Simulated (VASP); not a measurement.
**MoS2: single point with PBEsol**

System: MoS2, a slab with vacuum.

```
Mo S
1.0
     3.11913    0.00000    0.00000
    -1.55956    2.70124    0.00000
     0.00000    0.00000   16.98073
Mo S
1 2
Direct
  0.00000 0.00000 0.00000
  0.33333 0.66667 0.91051
  0.33333 0.66667 0.08949
```

```
Program                : VASP 6.6.1
Task                   : single point
Functional             : PBEsol
Potentials or basis    : VASP PAW PBE potentials, release 64 (Mo_sv, S)
Cutoff                 : 520 eV
k mesh                 : 10 × 10 × 2
Occupations            : fermi-dirac, width 0.05 eV
Spin                   : no spin polarisation
Dipole correction      : no
Further INCAR settings : ALGO = Normal; EDIFF = 1e-06; NBANDS = 20
```

The largest force is 0.962 eV/Å and the band gap on the k mesh is 1.92 eV (least direct gap 2.11 eV).

Forces on the atoms (eV/Å):
```
Mo   0.000  0.000  0.000
S    0.000  0.000 -0.962
S    0.000  0.000  0.962
```

Levels at points of the mesh, in eV from the valence-band top:
```csv
k point,band 9,band 10,band 11,band 12,band 13,band 14,band 15,band 16,band 17,band 18
"(0.00, 0.00, 0.00)",-2.87,-1.82,-1.63,-1.63,0.00,2.96,2.96,3.34,3.34,5.48
"(0.50, 0.00, 0.00)",-4.35,-3.42,-1.89,-0.97,-0.68,2.43,3.00,4.09,4.73,6.27
"(0.00, 0.00, 0.50)",-2.87,-1.82,-1.63,-1.63,0.00,2.96,2.96,3.34,3.34,5.56
"(0.50, 0.00, 0.50)",-4.35,-3.42,-1.89,-0.97,-0.68,2.43,3.00,4.09,4.73,6.27
```

It took 63 s on 1 thread of AMD EPYC 9R45 96-Core Processor (Zen 5), with other jobs on the host, peak memory 0.25 GiB.

Caveat: there is no dipole correction, which matters where the two faces differ; the PAW data sets were made with another functional, which shifts forces and pressure a little.
